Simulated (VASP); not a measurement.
# Ta (Im-3m) in VASP: notebook, part 2 of 2

VASP 6.6.1.

## 3. Relaxation of cell and atoms, LDA

This run uses another cell than the first one, of 18.01 Å³/atom, 1.047 times its volume.

The input, INCAR:

```
SYSTEM = Ta
ALGO = Normal
EDIFF = 1E-6
EDIFFG = -0.02
ENCUT = 600
GGA = CA
IBRION = 2
ISIF = 3
ISMEAR = -1
LASPH = .TRUE.
LCHARG = .FALSE.
LREAL = .FALSE.
LWAVE = .FALSE.
NELM = 100
NSW = 80
PREC = Accurate
SIGMA = 0.1
```

The input, KPOINTS:

```
k-points
0
G
  9 9 9
  0 0 0
```

The input, POSCAR:

```
Ta
1.0
   -1.6512800000      1.6512800000      1.6512800000
    1.6512800000     -1.6512800000      1.6512800000
    1.6512800000      1.6512800000     -1.6512800000
Ta
1
Direct
    0.0000000000      0.0000000000      0.0000000000
```

Potentials or basis: VASP PAW LDA potentials, release 64 (Ta_pv).

The run is started by

```
cat potpaw_LDA.64/Ta_pv/POTCAR > POTCAR
mpirun -np 1 vasp_std > vasp.out
```

OUTCAR:

```text
SYSTEM = Ta
   EDIFF = 1E-6
   EDIFFG = -0.02
   ENCUT = 600
   GGA = CA
   IBRION = 2
   ISIF = 3
   ISMEAR = -1
   LASPH = .TRUE.
   LREAL = .FALSE.
   NELM = 100
   NSW = 80
   PREC = Accurate

 ion  position               nearest neighbor table
   1  0.000  0.000  0.000-

  LATTYP: Found a body centered cubic cell.
 ALAT       =     3.3025600000

  Lattice vectors:

 A1 = (  -1.6512800000,   1.6512800000,   1.6512800000)
 A2 = (   1.6512800000,  -1.6512800000,   1.6512800000)
 A3 = (   1.6512800000,   1.6512800000,  -1.6512800000)

Analysis of symmetry for initial positions (statically):
=====================================================================
 Subroutine PRICEL returns:
 Original cell was already a primitive cell.

 Routine SETGRP: Setting up the symmetry group for a
 body centered cubic supercell.

 Subroutine GETGRP returns: Found 48 space group operations
 (whereof 48 operations were pure point group operations)
 out of a pool of 48 trial point group operations.

The static configuration has the point symmetry O_h .

Analysis of symmetry for dynamics (positions and initial velocities):
=====================================================================
 Subroutine PRICEL returns:
 Original cell was already a primitive cell.

 Routine SETGRP: Setting up the symmetry group for a
 body centered cubic supercell.

 Subroutine GETGRP returns: Found 48 space group operations
 (whereof 48 operations were pure point group operations)
 out of a pool of 48 trial point group operations.

The dynamic configuration has the point symmetry O_h .

 Subroutine INISYM returns: Found 48 space group operations
 (whereof 48 operations are pure point group operations),
 and found     1 'primitive' translations
[... 122 lines left out ...]
   LEPSILON=     F    determine dielectric tensor
   LRPA    =     F    only Hartree local field effects (RPA)
 conjugate gradient relaxation of ions
 non-spin polarized calculation
  energy-cutoff  :      600.00
  volume of cell :       18.01
 maximum number of plane-waves:       619
   NGX = 11   NGY = 11   NGZ = 11

--------------------------------------- Ionic step        1  -------------------------------------------

 number of electron      11.0000002 magnetization

 Free energy of the ion-electron system (eV)
  ---------------------------------------------------
  ext. energy  EPLUGINS =         0.00000000
  ---------------------------------------------------
  free energy    TOTEN  =       -12.82019126 eV

  energy without entropy =      -12.76939021  energy(sigma->0) =      -12.79479074

------------------------ aborting loop because EDIFF is reached ----------------------------------------

  FORCE on cell =-STRESS in cart. coord.  units (eV):
  Direction    XX          YY          ZZ          XY          YZ          ZX
  --------------------------------------------------------------------------------------
  -------------------------------------------------------------------------------------
  Total       -0.9143878     -0.9143878     -0.9143878      0.0000000      0.0000000     -0.0000000
  in kB      -81.3427540    -81.3427540    -81.3427540      0.0000000      0.0000000     -0.0000000
  external PRESSURE =     -81.3427540 kB  Pullay stress =       0.0000000 kB
[... 92 lines left out ...]
--------------------------------------- Ionic step        4  -------------------------------------------

 number of electron      11.0000000 magnetization

 Free energy of the ion-electron system (eV)
  ---------------------------------------------------
  ext. energy  EPLUGINS =         0.00000000
  ---------------------------------------------------
  free energy    TOTEN  =       -12.83968108 eV

  energy without entropy =      -12.79380656  energy(sigma->0) =      -12.81674382

 E-fermi :   5.8172     XC(G=0): -13.0079

 val. band max:        5.7862963117   @ k =  -0.2222   0.2222   0.1111
 cond. band min:       5.8484882654   @ k =   0.3333   0.0000   0.0000
 fundamental gap:      0.0621919537
 Fermi energy:         5.8171988138

 k-point     1 :       0.0000    0.0000    0.0000
  band No.  band energies     occupation
      1     -26.9678      2.00000
      2     -26.9678      2.00000
      3     -26.9678      2.00000
      4      -2.2473      2.00000
      5       6.4269      0.00449
      6       6.4269      0.00449
      7       6.4269      0.00449
      8       9.8350      0.00000
      9       9.8350      0.00000
[... 265 lines left out ...]
 k-point    24 :      -0.4444   -0.4444    0.1111
  band No.  band energies     occupation
      1     -28.1992      2.00000
      2     -27.6203      2.00000
      3     -27.1888      2.00000
      4       2.4385      2.00000
      5       4.9023      1.99979
      6       5.1638      1.99710
      7       8.4226      0.00000
      8      11.9591      0.00000
      9      15.0885      0.00000

 [... further k-points ...]

------------------------ aborting loop because EDIFF is reached ----------------------------------------

  FORCE on cell =-STRESS in cart. coord.  units (eV):
  Direction    XX          YY          ZZ          XY          YZ          ZX
  --------------------------------------------------------------------------------------
  -------------------------------------------------------------------------------------
  Total       -0.0051198     -0.0051198     -0.0051198     -0.0000000      0.0000000     -0.0000000
  in kB       -0.4748940     -0.4748940     -0.4748940     -0.0000000      0.0000000     -0.0000000
  external PRESSURE =      -0.4748940 kB  Pullay stress =       0.0000000 kB
[... 16 lines left out ...]
  FREE ENERGIE OF THE ION-ELECTRON SYSTEM (eV)
  ---------------------------------------------------
  free  energy   TOTEN  =       -12.8396810776 eV

  energy  without entropy=      -12.7938065585  energy(sigma->0) =      -12.81674382

 reached required accuracy - stopping structural energy minimisation
```

Run time: 5.2 s. Hardware: 1 thread of Intel Xeon 6975P-C (Granite Rapids), shared host; peak memory 0.14 GiB.

Results:

| Property | Result |
| --- | --- |
| Free energy | -12.8397 eV |
| Relaxed volume | 17.27 Å³/atom |
| Relaxed cell | a = 2.821 Å, b = 2.821 Å, c = 2.821 Å, α = 109.47°, β = 109.47°, γ = 109.47° |
| Space group after relaxing (to 0.05 Å) | Im-3m (No. 229) |
| Energy gained by relaxing | 19.5 meV/atom |
| Ionic steps | 4 |
| Pressure after relaxing | 0.0 GPa |

Step by step:
| step | energy change (eV) | largest force (eV/Å) | pressure (GPa) | volume (Å³) |
| --- | --- | --- | --- | --- |
| 1 | 0.0000 | 0.0000 | -8.13 | 18.01 |
| 2 | 0.0864 | 0.0000 | 23.84 | 15.73 |
| 3 | -0.0195 | 0.0000 | -0.30 | 17.29 |
| 4 | -0.0195 | 0.0000 | -0.05 | 17.27 |

Final structure:
```
CELL_PARAMETERS angstrom
-1.62843 1.62843 1.62843
1.62843 -1.62843 1.62843
1.62843 1.62843 -1.62843
ATOMIC_POSITIONS crystal
Ta 0.00000 0.00000 0.00000
```

Levels at points of the mesh, in eV from the Fermi level:
```tsv
k point	band 2	band 3	band 4	band 5	band 6	band 7	band 8	band 9
(0.00, 0.00, 0.00)	-32.78	-32.78	-8.06	0.61	0.61	0.61	4.02	4.02
```

Caveat: spin-orbit coupling is left out, which moves the levels of the heavy elements.

## 4. Relaxation of cell and atoms, LDA

This run uses another cell than the first one, of 18.01 Å³/atom, 1.047 times its volume.

The input, INCAR:

```
SYSTEM = Ta
ALGO = Normal
EDIFF = 1E-7
EDIFFG = -0.02
ENCUT = 500
GGA = CA
GGA_COMPAT = .FALSE.
IBRION = 2
ISIF = 3
ISMEAR = -1
LASPH = .TRUE.
LCHARG = .FALSE.
LREAL = .FALSE.
LWAVE = .FALSE.
NELM = 120
NELMIN = 4
NSW = 80
PREC = Accurate
SIGMA = 0.1
```

KPOINTS is that of step 3.

POSCAR is that of step 3.

Potentials or basis: VASP PAW LDA potentials, release 64 (Ta_sv_GW).

The run is started by

```
cat potpaw_LDA.64/Ta_sv_GW/POTCAR > POTCAR
mpirun -np 1 vasp_std > vasp.out
```

It took 16 s on 1 thread of AMD EPYC 9R45 (Zen 5), shared host; peak memory 0.12 GiB.

It converged, with:

```
Free energy                            : -15.3320 eV
Relaxed volume                         : 17.17 Å³/atom
Relaxed cell                           : a = 2.815 Å, b = 2.815 Å, c = 2.815 Å, α = 109.47°, β = 109.47°, γ = 109.47°
Space group after relaxing (to 0.05 Å) : Im-3m (No. 229)
Energy gained by relaxing              : 25.9 meV/atom
Ionic steps                            : 4
Pressure after relaxing                : 0.0 GPa
```

Step by step:
```csv
step,energy change (eV),largest force (eV/Å),pressure (GPa),volume (Å³)
1,0.0000,0.0000,-9.47,18.01
2,0.1262,0.0000,29.74,15.38
3,-0.0259,0.0000,-0.45,17.20
4,-0.0259,0.0000,-0.04,17.17
```

Final structure:
```
Ta
1.0
    -1.62521    1.62521    1.62521
     1.62521   -1.62521    1.62521
     1.62521    1.62521   -1.62521
Ta
1
Direct
  0.00000 0.00000 0.00000
```

Levels at points of the mesh, in eV from the Fermi level:
| k point | band 3 | band 4 | band 5 | band 6 | band 7 | band 8 | band 9 | band 10 |
| --- | --- | --- | --- | --- | --- | --- | --- | --- |
| (0.00, 0.00, 0.00) | -32.78 | -32.78 | -8.08 | 0.60 | 0.60 | 0.60 | 4.03 | 4.03 |

Caveat: spin-orbit coupling is left out, which moves the levels of the heavy elements. LDA usually gives volumes a few per cent too small.

## 5. Summary

| task | potentials or basis | cell | cutoff (eV) | second run | gap on the mesh (eV) | pressure (GPa) | relaxed volume (Å³/atom) |
| --- | --- | --- | --- | --- | --- | --- | --- |
| single point | VASP PAW LDA potentials, release 64 (Ta_pv) | a = 2.817 Å, angles 109.5°, 1 atom | 520 | - | none | 0.8 | - |
| relaxation of cell and atoms | VASP PAW LDA potentials, release 64 (Ta_pv) | relaxed from a = 2.860 Å, angles 109.5°, 1 atom | 600 | - | none | 0.0 | 17.27 |
| relaxation of cell and atoms | VASP PAW LDA potentials, release 64 (Ta_sv_GW) | relaxed from a = 2.860 Å, angles 109.5°, 1 atom | 500 | valence_matched | none | 0.0 | 17.17 |

Alike in all rows: level LDA; no spin polarisation; k mesh 9 × 9 × 9; smearing fermi-dirac 0.1 eV.

Caveats: spin-orbit coupling is left out, which moves the levels of the heavy elements.

Absolute energies hang on the potentials; compare differences alone.
